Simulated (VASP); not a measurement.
# Au (Fm-3m) in VASP: notebook, part 2 of 2

VASP 6.6.1. Earlier steps stand in the parts before.

### Step 4. Single point, PBE-based screened hybrid with 25 % exact exchange

Contents of POSCAR:

```
Au
1.0
    0.0000000000      2.0350000000      2.0350000000
    2.0350000000      0.0000000000      2.0350000000
    2.0350000000      2.0350000000      0.0000000000
Au
1
Direct
    0.0000000000      0.0000000000      0.0000000000
```

Contents of INCAR.step1:

```
SYSTEM = Au
PREC = Accurate
ENCUT = 520
EDIFF = 1E-5
ISMEAR = -1
SIGMA = 0.05
LREAL = .False.
LASPH = .True.
NELM = 80
ALGO = Normal
ISIF = 2
LWAVE = .True.
LCHARG = .False.
GGA = PE
NBANDS = 12
```

Contents of INCAR.step2:

```
SYSTEM = Au
PREC = Accurate
ENCUT = 520
EDIFF = 1E-6
ISMEAR = -1
SIGMA = 0.05
LREAL = .False.
LASPH = .True.
NELM = 80
ALGO = Normal
ISIF = 2
LWAVE = .False.
LCHARG = .False.
GGA = PE
LHFCALC = .True.
AEXX = 0.25
HFSCREEN = 0.3
PRECFOCK = Normal
ISTART = 1
NBANDS = 12
```

Contents of KPOINTS:

```
Automatic mesh
0
Gamma
  6 6 6
  0 0 0
```

Potentials or basis: VASP PAW PBE potentials, release 64 (Au).

Run with:

```bash
$ cat potpaw_PBE.64/Au/POTCAR > POTCAR
$ cp INCAR.step1 INCAR
$ mpirun -np 1 vasp_std > vasp.out
$ cp INCAR.step2 INCAR
$ mpirun -np 1 vasp_std > vasp.out
```

OUTCAR:

```text
SYSTEM = Au
   PREC = Accurate
   ENCUT = 520
   EDIFF = 1E-6
   ISMEAR = -1
   LREAL = .False.
   LASPH = .True.
   NELM = 80
   ISIF = 2
   GGA = PE
   LHFCALC = .True.
   AEXX = 0.25
   HFSCREEN = 0.3
   PRECFOCK = Normal
   ISTART = 1

 ion  position               nearest neighbor table
   1  0.000  0.000  0.000-

  LATTYP: Found a face centered cubic cell.
 ALAT       =     4.0700000000

  Lattice vectors:

 A1 = (   0.0000000000,   2.0350000000,   2.0350000000)
 A2 = (   2.0350000000,   0.0000000000,   2.0350000000)
 A3 = (   2.0350000000,   2.0350000000,   0.0000000000)

Analysis of symmetry for initial positions (statically):
=====================================================================
 Subroutine PRICEL returns:
 Original cell was already a primitive cell.

 Routine SETGRP: Setting up the symmetry group for a
 face centered cubic supercell.

 Subroutine GETGRP returns: Found 48 space group operations
 (whereof 48 operations were pure point group operations)
 out of a pool of 48 trial point group operations.
[... 165 lines left out ...]
 Fermi energy:         9.1934125497

 k-point     1 :       0.0000    0.0000    0.0000
  band No.  band energies     occupation
      1      -1.3756      2.00000
      2       3.6967      2.00000
      3       3.6967      2.00000
      4       3.6967      2.00000
      5       5.2942      2.00000
      6       5.2942      2.00000
      7      24.8044      0.00000
      8      29.0473      0.00000
      9      29.0473      0.00000
     10      29.0473      0.00000
     11      33.8980      0.00000
     12      39.0114      0.00000
[... 211 lines left out ...]
 k-point    16 :      -0.3333    0.5000    0.1667
  band No.  band energies     occupation
      1       1.9574      2.00000
      2       2.2769      2.00000
      3       4.5831      2.00000
      4       5.6451      2.00000
      5       7.0661      2.00000
      6      13.9738      0.00000
      7      15.2566      0.00000
      8      18.3289      0.00000
      9      19.6558      0.00000
     10      31.6552      0.00000
     11      32.3310      0.00000
     12      35.6313      0.00000

------------------------ aborting loop because EDIFF is reached ----------------------------------------

  FORCE on cell =-STRESS in cart. coord.  units (eV):
  Direction    XX          YY          ZZ          XY          YZ          ZX
  --------------------------------------------------------------------------------------
  -------------------------------------------------------------------------------------
  Total        0.9155755      0.9155755      0.9155755     -0.0000000      0.0000000      0.0000000
  in kB       87.0325066     87.0325066     87.0325066     -0.0000000      0.0000000      0.0000000
  external PRESSURE =      87.0325066 kB  Pullay stress =       0.0000000 kB

 VOLUME and BASIS-vectors are now :
 -----------------------------------------------------------------------------
  energy-cutoff  :      520.00
  volume of cell :       16.85
      direct lattice vectors                 reciprocal lattice vectors
     0.000000000  2.035000000  2.035000000    -0.245700246  0.245700246  0.245700246
     2.035000000  0.000000000  2.035000000     0.245700246 -0.245700246  0.245700246
     2.035000000  2.035000000  0.000000000     0.245700246  0.245700246 -0.245700246

 POSITION                                       TOTAL-FORCE (eV/Angst)
 -----------------------------------------------------------------------------------
      0.00000      0.00000      0.00000        -0.000000     -0.000000      0.000000
 -----------------------------------------------------------------------------------
    total drift:                               -0.000000     -0.000000     -0.000000

  FREE ENERGIE OF THE ION-ELECTRON SYSTEM (eV)
  ---------------------------------------------------
  free  energy   TOTEN  =        -3.2571873560 eV

  energy  without entropy=       -3.2497154421  energy(sigma->0) =       -3.25345140
```

OSZICAR.step1:

```text
N       E                     dE             d eps       ncg     rms          rms(c)
DAV:   1     0.513143281710E+02    0.51314E+02   -0.58111E+03   392   0.833E+02
DAV:   2    -0.274353580301E+01   -0.54058E+02   -0.52301E+02   448   0.193E+02
DAV:   3    -0.337563189302E+01   -0.63210E+00   -0.63167E+00   456   0.203E+01
DAV:   4    -0.337775455975E+01   -0.21227E-02   -0.21226E-02   476   0.134E+00
DAV:   5    -0.337777000399E+01   -0.15444E-04   -0.15445E-04   452   0.108E-01    0.998E+00
DAV:   6    -0.313952674322E+01    0.23824E+00   -0.60410E-01   420   0.634E+00    0.626E+00
DAV:   7    -0.311880308376E+01    0.20724E-01   -0.75164E-02   448   0.224E+00    0.277E+00
DAV:   8    -0.311654124401E+01    0.22618E-02   -0.23430E-03   428   0.417E-01    0.270E-01
DAV:   9    -0.311652646274E+01    0.14781E-04   -0.12159E-05   444   0.312E-02    0.153E-02
DAV:  10    -0.311653166150E+01   -0.51988E-05   -0.23741E-06   252   0.146E-02
   1 F= -.31165317E+01 E0= -.31126680E+01  d E =-.772736E-02
```

It took 20 min on 1 thread of Intel Xeon 8259CL, shared host; peak memory 0.24 GiB.

Results:

```yaml
Free_energy: -3.2572 eV
Pressure: 8.7 GPa
Band_gap_on_the_k_mesh: zero (an odd number of electrons rules out a gap without spin polarisation)
```

Caveat: the k points lie up to 0.45 Å⁻¹ apart, too coarse for converged energies and pressures of a metal; the PAW data sets were made with another functional, which shifts forces and pressure a little; spin-orbit coupling is left out, which moves the levels of the heavy elements.

### Step 5. The runs side by side

| task | level | cell | cutoff (eV) | screening parameter | gap on the mesh (eV) | pressure (GPa) |
| --- | --- | --- | --- | --- | --- | --- |
| relaxation of cell and atoms | PBE-based screened hybrid with 25 % exact exchange | relaxed | 600 | 0.3 1/Å | none | 0.0 |
| single point | PBEsol-based global hybrid with 25 % exact exchange | as given | 520 | - | none | 2.3 |
| single point | PBE-based screened hybrid with 25 % exact exchange | as given | 520 | 0.3 1/Å | none | 8.7 |

Alike in all rows: potentials or basis VASP PAW PBE potentials, release 64 (Au); no spin polarisation; k mesh 6 × 6 × 6; smearing fermi-dirac 0.05 eV.

Caveats: all runs use coarse meshes; the PAW data sets were made with another functional, which shifts forces and pressure a little; spin-orbit coupling is left out, which moves the levels of the heavy elements.

Absolute energies hang on the potentials; compare differences alone.
